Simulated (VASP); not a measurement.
# WSe2 (P6_3/mmc) in VASP: further runs, part 2 of 3

VASP 6.6.1. The steps go on from the part before.

### 3 Relaxation of cell and atoms, PBE, target pressure 20 GPa, at which the enthalpy is minimised

This run uses another cell than the first one, of 16.99 Å³/atom.

INCAR reads:

```
SYSTEM = WSe2
PREC     = Accurate       ! precision mode
ENCUT    = 500            ! plane-wave cutoff, eV
EDIFF    = 1E-7           ! SCF threshold, eV
ISMEAR   = 0              ! smearing method
SIGMA    = 0.02           ! smearing width, eV
LREAL    = .FALSE.        ! projectors in reciprocal space
LASPH    = .TRUE.         ! aspherical terms in the spheres
NELM     = 120            ! most SCF steps
ALGO     = Normal         ! electronic algorithm
ISIF     = 3              ! what is computed and relaxed
LWAVE    = .FALSE.        ! write WAVECAR
LCHARG   = .FALSE.        ! write CHGCAR
GGA      = PE             ! functional
IBRION   = 2              ! ionic algorithm
NSW      = 70             ! ionic steps
EDIFFG   = -0.008         ! ionic threshold
PSTRESS  = 200.0        
GGA_COMPAT= .FALSE.      
NELMIN   = 4
```

KPOINTS reads:

```
regular mesh
0
G
  12 12 4
  0 0 0
```

POSCAR reads:

```
WSe2
1.0
    3.1400512201      0.0000000000      0.0000000000
   -1.5700256100      2.7193641258      0.0000000000
    0.0000000000      0.0000000000     11.9375606261
W Se
2 4
Direct
    0.6666666667      0.3333333333      0.7500000000
    0.3333333333      0.6666666667      0.2500000000
    0.3333333333      0.6666666667      0.8879270868
    0.6666666667      0.3333333333      0.3879270868
    0.3333333333      0.6666666667      0.6120729132
    0.6666666667      0.3333333333      0.1120729132
```

Potentials or basis: VASP PAW PBE potentials, release 64 (W_sv, Se).

Launch:

```sh
cat potpaw_PBE.64/W_sv/POTCAR potpaw_PBE.64/Se/POTCAR > POTCAR
mpirun -np 1 vasp_std > vasp.out
```

OUTCAR:

```text
SYSTEM = WSe2
   PREC = Accurate
   ENCUT = 500
   EDIFF = 1E-7
   ISMEAR = 0
   LREAL = .FALSE.
   LASPH = .TRUE.
   NELM = 120
   ISIF = 3
   GGA = PE
   IBRION = 2
   NSW = 70
   EDIFFG = -0.008
   PSTRESS = 200.0
   NELMIN = 4

 ion  position               nearest neighbor table
   1  0.667  0.333  0.750-   3 2.45   5 2.45   3 2.45   5 2.45   3 2.45   5 2.45
   2  0.333  0.667  0.250-   4 2.45   6 2.45   4 2.45   6 2.45   4 2.45   6 2.45
   3  0.333  0.667  0.888-   1 2.45   1 2.45   1 2.45
   4  0.667  0.333  0.388-   2 2.45   2 2.45   2 2.45
   5  0.333  0.667  0.612-   1 2.45   1 2.45   1 2.45
   6  0.667  0.333  0.112-   2 2.45   2 2.45   2 2.45

  LATTYP: Found a hexagonal cell.
 ALAT       =     3.1400512201
 C/A-ratio  =     3.8017088860

  Lattice vectors:

 A1 = (   3.1400512201,   0.0000000000,   0.0000000000)
 A2 = (  -1.5700256100,   2.7193641258,   0.0000000000)
 A3 = (   0.0000000000,   0.0000000000,  11.9375606261)

Analysis of symmetry for initial positions (statically):
=====================================================================
 Subroutine PRICEL returns:
 Original cell was already a primitive cell.

 Routine SETGRP: Setting up the symmetry group for a
 hexagonal supercell.

 Subroutine GETGRP returns: Found 24 space group operations
 (whereof 12 operations were pure point group operations)
 out of a pool of 24 trial point group operations.

The static configuration has the point symmetry D_3d.
 The point group associated with its full space group is D_6h.

Analysis of symmetry for dynamics (positions and initial velocities):
=====================================================================
 Subroutine PRICEL returns:
 Original cell was already a primitive cell.

 Routine SETGRP: Setting up the symmetry group for a
 hexagonal supercell.

 Subroutine GETGRP returns: Found 24 space group operations
 (whereof 12 operations were pure point group operations)
 out of a pool of 24 trial point group operations.

The dynamic configuration has the point symmetry D_3d.
 The point group associated with its full space group is D_6h.

 Subroutine INISYM returns: Found 24 space group operations
 (whereof 12 operations are pure point group operations),
 and found     1 'primitive' translations

----------------------------------------------------------------------------------------

                                     Primitive cell

  volume of cell :     101.9341

  direct lattice vectors                    reciprocal lattice vectors
     3.140051220  0.000000000  0.000000000     0.318466143  0.183866513  0.000000000
    -1.570025610  2.719364126  0.000000000     0.000000000  0.367733026  0.000000000
     0.000000000  0.000000000 11.937560626     0.000000000  0.000000000  0.083769208

  length of vectors
     3.140051220  3.140051220 11.937560626     0.367733026  0.367733026  0.083769208

  position of ions in fractional coordinates (direct lattice)
     0.666666667  0.333333333  0.750000000
     0.333333333  0.666666667  0.250000000
     0.333333333  0.666666667  0.887927087
     0.666666667  0.333333333  0.387927087
     0.333333333  0.666666667  0.612072913
     0.666666667  0.333333333  0.112072913

  ion indices of the primitive-cell ions
[... 67 lines left out ...]
   NGX,Y,Z   is equivalent  to a cutoff of  12.71, 12.71, 12.53 a.u.
   NGXF,Y,Z  is equivalent  to a cutoff of  25.41, 25.41, 25.07 a.u.
 SYSTEM =  WSe2
   PREC   = accura    normal or accurate (medium, high low for compatibility)
   ISTART =      0    job   : 0-new  1-cont  2-samecut
   ICHARG =      2    charge: 1-file 2-atom 10-const
   ISPIN  =      1    spin polarized calculation?
   LNONCOLLINEAR =      F non collinear calculations
   LSORBIT =      F    spin-orbit coupling
   LASPH  =      T    aspherical Exc in radial PAW
   ENCUT  =  500.0 eV  36.75 Ry    6.06 a.u.   5.73  5.73 21.76*2*pi/ulx,y,z
   NELM   =    120;   NELMIN=  4; NELMDL= -5     # of ELM steps
   EDIFF  = 0.1E-06   stopping-criterion for ELM
   LREAL  =      F    real-space projection
[... 14 lines left out ...]
   EFERMI_NEDOS =   21; number of points for ismear=-14 and -15
   IALGO  =     38    algorithm
   IMIX   =      4    mixing-type and parameters
     AMIX     =   0.40;   BMIX     =  1.00
     AMIX_MAG =   1.60;   BMIX_MAG =  1.00
  volume/ion in A,a.u.               =      16.99       114.65
  Fermi-wavevector in a.u.,A,eV,Ry     =   1.308085  2.471923 23.280752  1.711087
  Thomas-Fermi vector in A             =   2.438776
   LORBIT       =      0    0 simple, 1 ext, 2 COOP (PROOUT), +10 PAW based schemes
   GGA     = PE    functional components
   LHFCALC =     F    Hartree Fock is set to
   AEXX    =    0.0000 exact exchange contribution
   IVDW    =     0    specifies the selected vdW correction
   LEPSILON=     F    determine dielectric tensor
   LRPA    =     F    only Hartree local field effects (RPA)
 conjugate gradient relaxation of ions
 non-spin polarized calculation
 Gauss-broadening in eV      SIGMA  =   0.02
  energy-cutoff  :      500.00
  volume of cell :      101.93
 maximum number of plane-waves:      2612
 NGX is ok and might be reduce to    24
   NGX = 11   NGY = 11   NGZ = 43

--------------------------------------- Ionic step        1  -------------------------------------------

 number of electron      51.9999990 magnetization

 Free energy of the ion-electron system (eV)
  ---------------------------------------------------
  ext. energy  EPLUGINS =         0.00000000
  ---------------------------------------------------
  free energy    TOTEN  =       -41.72077752 eV

  energy without entropy =      -41.72077752  energy(sigma->0) =      -41.72077752

------------------------ aborting loop because EDIFF is reached ----------------------------------------

  FORCE on cell =-STRESS in cart. coord.  units (eV):
  Direction    XX          YY          ZZ          XY          YZ          ZX
  --------------------------------------------------------------------------------------
  -------------------------------------------------------------------------------------
  Total       16.9996692     16.9996692     19.3327558      0.0000000      0.0000000      0.0000000
  in kB      267.1968703    267.1968703    303.8677858      0.0000000      0.0000000      0.0000000
  external PRESSURE =      79.4205088 kB  Pullay stress =     200.0000000 kB
[... 109 lines left out ...]
  energy  without entropy=      -42.2630481676  energy(sigma->0) =      -42.26304817

  enthalpy is  TOTEN    =       -29.1355628368 eV   P V=       13.1274853308

[... ionic steps 4 to 12 ...]

--------------------------------------- Ionic step       13  -------------------------------------------

 number of electron      51.9999994 magnetization

------------------------ aborting loop because EDIFF is reached ----------------------------------------
[... 79 lines left out ...]
--------------------------------------- Ionic step       15  -------------------------------------------

 number of electron      51.9999994 magnetization

 Free energy of the ion-electron system (eV)
  ---------------------------------------------------
  ext. energy  EPLUGINS =         0.00000000
  ---------------------------------------------------
  free energy    TOTEN  =       -41.96437657 eV

  energy without entropy =      -41.96437657  energy(sigma->0) =      -41.96437657

 E-fermi :   8.9124     XC(G=0): -11.7990

 val. band max:        8.6305212169   @ k =   0.0000   0.0000   0.0000
 cond. band min:       9.0056742734   @ k =   0.1667   0.1667   0.0000
 fundamental gap:      0.3751530565
 Fermi energy:         8.9123837272

 k-point     1 :       0.0000    0.0000    0.0000
  band No.  band energies     occupation
      1     -65.7761      2.00000
      2     -65.7761      2.00000
      3     -30.1317      2.00000
      4     -30.1316      2.00000
      5     -29.8705      2.00000
      6     -29.8705      2.00000
[... 805 lines left out ...]
     30      10.7904      0.00000
     31      11.4861      0.00000

 [... further k-points ...]

------------------------ aborting loop because EDIFF is reached ----------------------------------------

  FORCE on cell =-STRESS in cart. coord.  units (eV):
  Direction    XX          YY          ZZ          XY          YZ          ZX
  --------------------------------------------------------------------------------------
  -------------------------------------------------------------------------------------
  Total       12.7622478     12.7622478     12.7816242      0.0000000      0.0000000      0.0000000
  in kB      199.8290914    199.8290914    200.1324837      0.0000000      0.0000000      0.0000000
  external PRESSURE =      -0.0697778 kB  Pullay stress =     200.0000000 kB
[... 25 lines left out ...]
  energy  without entropy=      -41.9643765681  energy(sigma->0) =      -41.96437657

  enthalpy is  TOTEN    =       -29.1912135411 eV   P V=       12.7731630270

 reached required accuracy - stopping structural energy minimisation
```

Run time: 11 min. Hardware: 1 thread of Intel Xeon 6975P-C (Granite Rapids), shared host; peak memory 0.32 GiB.

Results:

```yaml
Free_energy: -41.9644 eV
Relaxed_volume: 17.05 Å³/atom
Relaxed_cell: a = 3.156 Å, b = 3.156 Å, c = 11.863 Å, α = 90.00°, β = 90.00°, γ = 120.00°
Space_group_after_relaxing_to_0.1_Å: P6_3/mmc (No. 194)
Energy_change_on_relaxing_the_run_minimises_the_enthalpy: -40.6 meV/atom
Ionic_steps: 15
Pressure_after_relaxing: 20.0 GPa
Band_gap_on_the_k_mesh: 0.38 eV (least direct gap 1.10 eV)
```

Forces in eV/Å, atoms in the order of the input:
```
W    0.000  0.000  0.000
W    0.000  0.000  0.000
Se   0.000  0.000  0.002
Se   0.000  0.000  0.002
Se   0.000  0.000 -0.002
Se   0.000  0.000 -0.002
```

Step by step:
| step | energy change (eV) | largest force (eV/Å) | pressure (GPa) | volume (Å³) |
| --- | --- | --- | --- | --- |
| 1 | 0.0000 | 1.5253 | 27.94 | 101.93 |
| 2 | -0.7293 | 1.9607 | -2.29 | 114.86 |
| 3 | -0.5423 | 0.3602 | 17.90 | 105.16 |
| 4 | -0.5186 | 0.4208 | 18.44 | 104.97 |
| 5 | -0.3657 | 0.2248 | 19.54 | 103.44 |
| 6 | -0.2088 | 0.0412 | 20.64 | 102.10 |
| 7 | -0.2706 | 0.1358 | 19.02 | 102.56 |
| 8 | -0.2553 | 0.0853 | 19.47 | 102.43 |
| 9 | -0.1746 | 0.1099 | 21.25 | 101.80 |
| 10 | -0.2287 | 0.0170 | 20.09 | 102.21 |
| 11 | -0.2414 | 0.0121 | 19.95 | 102.31 |
| 12 | -0.2401 | 0.0127 | 19.96 | 102.30 |
| 13 | -0.2385 | 0.0068 | 20.07 | 102.28 |
| 14 | -0.2390 | 0.0004 | 20.04 | 102.29 |
| 15 | -0.2436 | 0.0023 | 19.99 | 102.32 |

Final structure:
```
W Se
1.0
     3.15586    0.00000    0.00000
    -1.57793    2.73306    0.00000
     0.00000    0.00000   11.86349
W Se
2 4
Direct
  0.66667 0.33333 0.75000
  0.33333 0.66667 0.25000
  0.33333 0.66667 0.89337
  0.66667 0.33333 0.39337
  0.33333 0.66667 0.60663
  0.66667 0.33333 0.10663
```

Levels at points of the mesh, in eV from the valence-band top:
```tsv
k point	band 23	band 24	band 25	band 26	band 27	band 28	band 29	band 30
(0.00, 0.00, 0.00)	-1.43	-1.43	-0.41	0.00	2.47	2.47	2.62	2.62
(0.50, 0.00, 0.00)	-2.03	-1.73	-1.69	-0.86	2.00	2.40	2.49	2.76
(0.00, 0.00, 0.50)	-1.52	-1.52	-0.11	-0.11	2.55	2.55	2.55	2.55
(0.50, 0.00, 0.50)	-1.78	-1.78	-1.30	-1.30	2.42	2.42	2.55	2.55
```

Caveat: the cell is relaxed towards a set pressure, so the run minimises the enthalpy, not the energy; spin-orbit coupling is left out, which moves the levels of the heavy elements.

### 4 Single point, PBE (biaxial strain in the a-b plane: -3.0 %)

INCAR reads:

```
SYSTEM = WSe2
PREC = Accurate ; ENCUT = 520
EDIFF = 1E-7 ; ISMEAR = 0
SIGMA = 0.02 ; LREAL = .False.
LASPH = .True. ; NELM = 100
ALGO = Normal ; ISIF = 2
LWAVE = .False. ; LCHARG = .True.
GGA = PE ; LELF = .True.
LVHAR = .True. ; NBANDS = 35
```

KPOINTS reads:

```
regular mesh
0
Gamma
  12 12 2
  0 0 0
```

POSCAR reads:

```
WSe2
1.0
    3.2213570789      0.0000000000      0.0000000000
   -1.6106785395      2.7897770650      0.0000000000
    0.0000000000      0.0000000000     15.3146096775
W Se
2 4
Direct
    0.6666666667      0.3333333333      0.7500000000
    0.3333333333      0.6666666667      0.2500000000
    0.3333333333      0.6666666667      0.8600514752
    0.6666666667      0.3333333333      0.3600514752
    0.3333333333      0.6666666667      0.6399485248
    0.6666666667      0.3333333333      0.1399485248
```

Launch:

```sh
cat potpaw_PBE.64/W_sv/POTCAR potpaw_PBE.64/Se/POTCAR > POTCAR
mpirun -np 1 vasp_std > vasp.out
```

Wall time 86 s (1 thread of Intel Xeon 6975P-C (Granite Rapids), shared host); peak memory 0.33 GiB.

It converged, with:

```yaml
Free_energy: -43.0479 eV
Pressure: 7.1 GPa
Largest_force: 0.606 eV/Å
Band_gap_on_the_k_mesh: 1.40 eV (least direct gap 1.87 eV)
```

Forces on the atoms (eV/Å):
```
W    0.000  0.000  0.000
W    0.000  0.000  0.000
Se   0.000  0.000  0.606
Se   0.000  0.000  0.606
Se   0.000  0.000 -0.606
Se   0.000  0.000 -0.606
```

Stress tensor (GPa, compression positive):
```
8.24 0.00 0.00
0.00 8.24 0.00
0.00 0.00 4.76
```

Levels at points of the mesh, in eV from the valence-band top:
| k point | band 22 | band 23 | band 24 | band 25 | band 26 | band 27 | band 28 | band 29 | band 30 | band 31 |
| --- | --- | --- | --- | --- | --- | --- | --- | --- | --- | --- |
| (0.00, 0.00, 0.00) | -1.09 | -1.08 | -1.08 | -0.85 | -0.34 | 3.18 | 3.18 | 3.18 | 3.18 | 3.33 |
| (0.50, 0.00, 0.00) | -2.35 | -1.10 | -1.10 | -0.77 | -0.75 | 2.71 | 2.71 | 2.84 | 2.99 | 3.58 |
| (0.00, 0.00, 0.50) | -1.08 | -1.08 | -1.08 | -0.54 | -0.54 | 3.18 | 3.18 | 3.18 | 3.18 | 3.34 |
| (0.50, 0.00, 0.50) | -2.36 | -1.10 | -1.10 | -0.76 | -0.76 | 2.71 | 2.71 | 2.92 | 2.92 | 3.77 |

Caveat: the cell differs from its parent crystal (biaxial strain in the a-b plane: -3.0 %); the cell stands under pressure; spin-orbit coupling is left out, which moves the levels of the heavy elements; this functional lacks dispersion, which binds layers or chains, so the pressure and a relaxed spacing across them are unreliable. A k mesh can miss the band edges.

[end of part 2 of 3]
